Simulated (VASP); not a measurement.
**MnPt2: single point with PBEsol**

The system is MnPt2.

```
CELL_PARAMETERS angstrom
2.85840 0.00000 0.00000
-1.42920 2.47545 0.00000
0.00000 0.00000 6.53250
ATOMIC_POSITIONS crystal
Pt 0.66667 0.33333 0.31621
Pt 0.33333 0.66667 0.68379
Mn 0.00000 0.00000 0.00000
```

```
Program                : VASP 6.6.1
Task                   : single point
Functional             : PBEsol
Potentials or basis    : VASP PAW PBE potentials, release 64 (Pt, Mn_pv)
Cutoff                 : 520 eV
k mesh                 : 11 × 11 × 4
Occupations            : fermi-dirac, width 0.05 eV
Spin                   : non-collinear spin, typed start, spin-orbit coupling
Starting moments       : [[0.0, 0.0, 0.0], [0.0, 0.0, 0.0], [2.309, 2.309, 2.309]] μB
Dipole correction      : no
Further INCAR settings : ALGO = Normal; EDIFF = 1e-06; NBANDS = 46
```

```
Pressure                                              : -9.7 GPa
Largest force                                         : 0.073 eV/Å
Net moment                                            : 4.39 μB per cell
Valence electrons inside the program's atomic spheres : Pt 9.21; Mn 11.56
```

Forces in eV/Å, atoms in the order of the input:
```
Pt   0.000  0.000  0.073
Pt   0.000  0.000 -0.073
Mn   0.000  0.000  0.000
```

Stress tensor (GPa, compression positive):
```
-10.60   0.02   0.01
  0.02 -10.57   0.01
  0.01   0.01  -7.84
```

Moments on the atoms (μB; x, y, z):
```
Pt  0.15 0.15 0.15
Pt  0.15 0.15 0.15
Mn  2.12 2.13 2.14
```

It took 16 min on 1 thread of Intel(R) Xeon(R) 6975P-C (Granite Rapids) (shared host), peak memory 0.81 GiB.

Caveat: the cell stands under tension; the PAW data sets were made with another functional, which shifts forces and pressure a little.
